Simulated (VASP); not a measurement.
# CdSe (P1) in VASP: relaxation of cell and atoms with PBEsol

Aim: the relaxation of cell and atoms of CdSe with PBEsol.

All numbers are computed with VASP 6.6.1; they aren't measurements. Logs are shortened: lines on timing, memory, paths and dates and some standing lists are left out, and cuts for length are marked.

### 1 The cell of the first run

The typed cell holds 8 atoms: a = 4.243 Å, b = 4.334 Å, c = 13.917 Å, α = 91.60°, β = 88.28°, γ = 119.80°.

### 2 Relaxation of cell and atoms, PBEsol

The input, INCAR:

```
PREC = Accurate
ENCUT = 600
EDIFF = 1E-6
ISMEAR = -1
SIGMA = 0.05
LREAL = F
LASPH = T
NELM = 60
ALGO = Normal
ISIF = 3
LWAVE = F
LCHARG = F
GGA = PS
IBRION = 2
NSW = 100
EDIFFG = -0.01
```

The input, KPOINTS:

```
Automatic mesh
0
Gamma
  6 6 2
```

The input, POSCAR:

```
CdSe
1.0
    4.2422908888     -0.0184770250      0.0637324763
   -2.1371470175      3.7703462619     -0.0600433812
    0.2079926816     -0.1061826564     13.9153179552
Cd Se
4 4
Direct
    0.0074356837      0.0588245672     -0.0038080943
    0.3740490605      0.7018120655      0.2612094109
    0.0298399220      0.0042020809      0.5055166274
    0.6576987773      0.2900269050      0.7475216073
    0.0060770684     -0.0115132178      0.1827655382
    0.3310307112      0.6839349291      0.4514042872
   -0.0048292269      0.0101554574      0.6884570809
    0.6281368451      0.3426977631      0.9278202329
```

Potentials or basis: VASP PAW PBE potentials, release 64 (Cd, Se).

On the command line:

```sh
> cat potpaw_PBE.64/Cd/POTCAR potpaw_PBE.64/Se/POTCAR > POTCAR
> mpirun -np 1 vasp_std > vasp.out
```

OUTCAR:

```text
PREC = Accurate
   ENCUT = 600
   EDIFF = 1E-6
   ISMEAR = -1
   LREAL = F
   LASPH = T
   NELM = 60
   ISIF = 3
   GGA = PS
   IBRION = 2
   NSW = 100
   EDIFFG = -0.01

 ion  position               nearest neighbor table
   1  0.007  0.059  0.996-   8 2.46   5 2.62   8 2.67   8 2.84
   2  0.374  0.702  0.261-   5 2.55   6 2.65   5 2.70   5 2.88
   3  0.030  0.004  0.506-   6 2.40   7 2.55   6 2.68   6 2.70
   4  0.658  0.290  0.748-   7 2.41   8 2.52   7 2.60   7 2.85
   5  0.006  0.988  0.183-   2 2.55   1 2.62   2 2.70   2 2.88
   6  0.331  0.684  0.451-   3 2.40   2 2.65   3 2.68   3 2.70
   7  0.995  0.010  0.688-   4 2.41   3 2.55   4 2.60   4 2.85
   8  0.628  0.343  0.928-   1 2.46   4 2.52   1 2.67   1 2.84

  LATTYP: Found a triclinic cell.
 ALAT       =     4.2428098254
 B/A-ratio  =     1.0139770840
 C/A-ratio  =     3.2802029662
 COS(alpha) =     0.0015166263
 COS(beta)  =     0.0299954992
 COS(gamma) =     0.4854831330

  Lattice vectors:

 A1 = (   4.2422908888,  -0.0184770250,   0.0637324763)
 A2 = (   2.1051438713,   3.7518692369,   0.0036890951)
 A3 = (   0.2079926816,  -0.1061826564,  13.9153179552)

Analysis of symmetry for initial positions (statically):
=====================================================================
 Subroutine PRICEL returns:
 Original cell was already a primitive cell.

 Routine SETGRP: Setting up the symmetry group for a
 triclinic supercell.

 Subroutine GETGRP returns: Found  1 space group operations
 (whereof  1 operations were pure point group operations)
 out of a pool of  2 trial point group operations.

The static configuration has the point symmetry C_1 .

Analysis of symmetry for dynamics (positions and initial velocities):
=====================================================================
 Subroutine PRICEL returns:
 Original cell was already a primitive cell.

 Routine SETGRP: Setting up the symmetry group for a
 triclinic supercell.

 Subroutine GETGRP returns: Found  1 space group operations
 (whereof  1 operations were pure point group operations)
 out of a pool of  2 trial point group operations.

The dynamic configuration has the point symmetry C_1 .

 Subroutine INISYM returns: Found  1 space group operations
 (whereof  1 operations are pure point group operations),
 and found     1 'primitive' translations

[... 128 lines left out ...]
  Fermi-wavevector in a.u.,A,eV,Ry     =   1.124845  2.125648 17.215118  1.265275
  Thomas-Fermi vector in A             =   2.261519
   LORBIT       =      0    0 simple, 1 ext, 2 COOP (PROOUT), +10 PAW based schemes
   GGA     = PS    functional components
   LHFCALC =     F    Hartree Fock is set to
   AEXX    =    0.0000 exact exchange contribution
   IVDW    =     0    specifies the selected vdW correction
   LEPSILON=     F    determine dielectric tensor
   LRPA    =     F    only Hartree local field effects (RPA)
 conjugate gradient relaxation of ions
 non-spin polarized calculation
  energy-cutoff  :      600.00
  volume of cell :      221.96
 maximum number of plane-waves:      7446
 NGX is ok and might be reduce to    36
   NGX = 17   NGY = 17   NGZ = 55

--------------------------------------- Ionic step        1  -------------------------------------------

 number of electron      71.9999999 magnetization

 Free energy of the ion-electron system (eV)
  ---------------------------------------------------
  ext. energy  EPLUGINS =         0.00000000
  ---------------------------------------------------
  free energy    TOTEN  =       -23.96203129 eV

  energy without entropy =      -23.96191170  energy(sigma->0) =      -23.96197149

------------------------ aborting loop because EDIFF is reached ----------------------------------------

  FORCE on cell =-STRESS in cart. coord.  units (eV):
  Direction    XX          YY          ZZ          XY          YZ          ZX
  --------------------------------------------------------------------------------------
  -------------------------------------------------------------------------------------
  Total        7.3866557     -0.8444787      3.9117191     -1.0630938      0.7016667     -3.7542553
  in kB       53.3186417     -6.0956484     28.2357211     -7.6736647      5.0647972    -27.0991099
  external PRESSURE =      25.1529048 kB  Pullay stress =       0.0000000 kB
[... 107 lines left out ...]
  FREE ENERGIE OF THE ION-ELECTRON SYSTEM (eV)
  ---------------------------------------------------
  free  energy   TOTEN  =       -24.4652248733 eV

  energy  without entropy=      -24.4644826048  energy(sigma->0) =      -24.46485374

[... ionic steps 4 to 28 ...]

--------------------------------------- Ionic step       29  -------------------------------------------

 number of electron      72.0000003 magnetization

------------------------ aborting loop because EDIFF is reached ----------------------------------------
[... 79 lines left out ...]
--------------------------------------- Ionic step       31  -------------------------------------------

 number of electron      72.0000003 magnetization

 Free energy of the ion-electron system (eV)
  ---------------------------------------------------
  ext. energy  EPLUGINS =         0.00000000
  ---------------------------------------------------
  free energy    TOTEN  =       -24.69630573 eV

  energy without entropy =      -24.69609453  energy(sigma->0) =      -24.69620013

 E-fermi :   1.0507     XC(G=0):  -9.0694

 val. band max:        0.7731779095   @ k =   0.0000   0.0000   0.0000
 cond. band min:       1.2710451256   @ k =   0.0000   0.0000   0.0000
 fundamental gap:      0.4978672161
 Fermi energy:         1.0507148714

 k-point     1 :       0.0000    0.0000    0.0000
  band No.  band energies     occupation
      1     -11.8236      2.00000
      2     -11.6361      2.00000
      3     -11.6338      2.00000
      4     -11.4453      2.00000
      5      -7.1208      2.00000
      6      -7.1188      2.00000
[... 1093 lines left out ...]
     42       4.9786      0.00000
     43       6.5925      0.00000

 [... further k-points ...]

------------------------ aborting loop because EDIFF is reached ----------------------------------------

  FORCE on cell =-STRESS in cart. coord.  units (eV):
  Direction    XX          YY          ZZ          XY          YZ          ZX
  --------------------------------------------------------------------------------------
  -------------------------------------------------------------------------------------
  Total        0.0211464      0.0116454      0.0002210      0.0049963      0.0054853      0.0061065
  in kB        0.1497388      0.0824616      0.0015650      0.0353791      0.0388415      0.0432404
  external PRESSURE =       0.0779218 kB  Pullay stress =       0.0000000 kB
[... 23 lines left out ...]
  FREE ENERGIE OF THE ION-ELECTRON SYSTEM (eV)
  ---------------------------------------------------
  free  energy   TOTEN  =       -24.6963057269 eV

  energy  without entropy=      -24.6960945251  energy(sigma->0) =      -24.69620013

 reached required accuracy - stopping structural energy minimisation
```

Wall time 2.5 h (1 thread of Oxide Virtual Turin-like, shared host); peak memory 0.64 GiB.

Results:

* Free energy: -24.6963 eV
* Relaxed volume: 28.28 Å³/atom
* Relaxed cell: a = 4.309 Å, b = 4.308 Å, c = 14.065 Å, α = 89.99°, β = 90.02°, γ = 119.94°
* Space group after relaxing (to 0.1 Å): P6_3mc (No. 186)
* Energy gained by relaxing: 91.8 meV/atom
* Ionic steps: 31
* Pressure after relaxing: 0.0 GPa
* Largest force after relaxing: 0.009 eV/Å
* Band gap on the k mesh: 0.50 eV

Forces in eV/Å, atoms in the order of the input:
```
Cd   0.003 -0.004  0.005
Cd   0.000 -0.002  0.000
Cd  -0.004  0.007  0.003
Cd   0.005  0.004  0.003
Se  -0.001 -0.004 -0.001
Se  -0.007 -0.001 -0.004
Se   0.000 -0.001 -0.001
Se   0.004  0.001 -0.004
```

The path:
```tsv
step	energy change (eV)	largest force (eV/Å)	pressure (GPa)	volume (Å³)
1	0.0000	1.8865	2.52	221.96
2	-0.4926	0.5091	-1.87	235.98
3	-0.5032	0.5974	-1.42	233.76
4	-0.6190	0.4296	-0.20	227.09
5	-0.6325	0.4292	0.50	224.06
6	-0.6721	0.2572	0.25	225.04
7	-0.6888	0.2369	-0.01	226.23
8	-0.7088	0.1924	-0.11	226.60
9	-0.7140	0.1880	-0.16	226.89
10	-0.7230	0.0972	0.12	225.65
11	-0.7231	0.0843	0.15	225.47
12	-0.7250	0.0492	-0.10	226.55
13	-0.7250	0.0491	-0.10	226.52
14	-0.7262	0.0484	-0.01	226.14
15	-0.7263	0.0630	0.05	225.93
16	-0.7273	0.0572	0.01	226.10
17	-0.7276	0.0635	-0.02	226.25
18	-0.7284	0.0514	-0.03	226.28
19	-0.7296	0.0735	-0.03	226.37
20	-0.7308	0.0545	0.02	226.13
21	-0.7317	0.0560	0.17	225.52
22	-0.7318	0.0469	0.14	225.66
23	-0.7326	0.0457	0.03	226.12
24	-0.7328	0.0483	-0.07	226.56
25	-0.7334	0.0327	-0.04	226.47
26	-0.7338	0.0410	-0.01	226.32
27	-0.7341	0.0214	0.02	226.21
28	-0.7341	0.0187	0.04	226.13
29	-0.7342	0.0107	-0.02	226.36
30	-0.7342	0.0108	-0.02	226.37
31	-0.7343	0.0089	0.01	226.26
```

Final structure:
```
Cd Se
1.0
     4.30935    0.00423   -0.00108
    -2.15348    3.73088    0.00094
    -0.00066   -0.00191   14.06511
Cd Se
4 4
Direct
  0.00103 0.01158 0.00115
  0.33927 0.67966 0.25134
  0.00701 0.00717 0.50119
  0.66736 0.34153 0.75127
  0.00546 0.01292 0.18884
  0.34058 0.67422 0.43915
  0.00137 0.00830 0.68883
  0.66736 0.34476 0.93910
```

Caveat: semilocal functionals underestimate gaps, and a narrow one can read as zero; the PAW data sets were made with another functional, which shifts forces and pressure a little.
